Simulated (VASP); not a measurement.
Write the native input for VASP 6.6.1 that does the following.

```
Task                   : single point
Functional             : PBEsol
Potentials or basis    : VASP PAW PBE potentials, release 64 (Cd, F)
Cutoff                 : 520 eV
k mesh                 : 8 × 8 × 8
Occupations            : gaussian, width 0.05 eV
Spin                   : no spin polarisation
Dipole correction      : no
Further INCAR settings : ALGO = Normal; EDIFF = 1e-06; NBANDS = 20
```

The structure of CdF2 lies in POSCAR:

```
CdF2
1.0
    0.0000000000      2.6266500000      2.6940000000
    2.7613500000      0.0000000000      2.6940000000
    2.7613500000      2.6266500000      0.0000000000
Cd F
1 2
Direct
    0.0000000000      0.0000000000      0.0000000000
    0.2500000000      0.2500000000      0.2500000000
    0.7500000000      0.7500000000      0.7500000000
```

This cell differs from its parent crystal: strain +0.0250 x Voigt [1, -1, 0, 0, 0, 0].

These files were run (other wordings do the same):

INCAR

```
SYSTEM = CdF2
PREC     = Accurate       ! precision mode
ENCUT    = 520            ! plane-wave cutoff, eV
EDIFF    = 1E-6           ! SCF threshold, eV
ISMEAR   = 0              ! smearing method
SIGMA    = 0.05           ! smearing width, eV
LREAL    = .False.        ! projectors in reciprocal space
LASPH    = .True.         ! aspherical terms in the spheres
NELM     = 60             ! most SCF steps
ALGO     = Normal         ! electronic algorithm
ISIF     = 2              ! what is computed and relaxed
LWAVE    = .False.        ! write WAVECAR
LCHARG   = .False.        ! write CHGCAR
GGA      = PS             ! functional
NBANDS   = 20             ! bands
```

KPOINTS

```
Automatic mesh
0
Gamma
  8 8 8
  0 0 0
```

Potentials or basis: VASP PAW PBE potentials, release 64 (Cd, F).

Command:

```bash
$ cat potpaw_PBE.64/Cd/POTCAR potpaw_PBE.64/F/POTCAR > POTCAR
$ mpirun -np 1 vasp_std > vasp.out
```

Results of the run:

| Quantity | Value |
| --- | --- |
| Pressure | 0.6 GPa |
| Band gap on the k mesh | 2.84 eV, indirect (least direct gap 3.31 eV) |

Caveat: the cell differs from its parent crystal (strain +0.0250 x Voigt [1, -1, 0, 0, 0, 0]); the PAW data sets were made with another functional, which shifts forces and pressure a little.

It took 29 s on 1 thread of Intel(R) Xeon(R) 6975P-C (Granite Rapids), with other jobs on the host, peak memory 0.2 GiB.
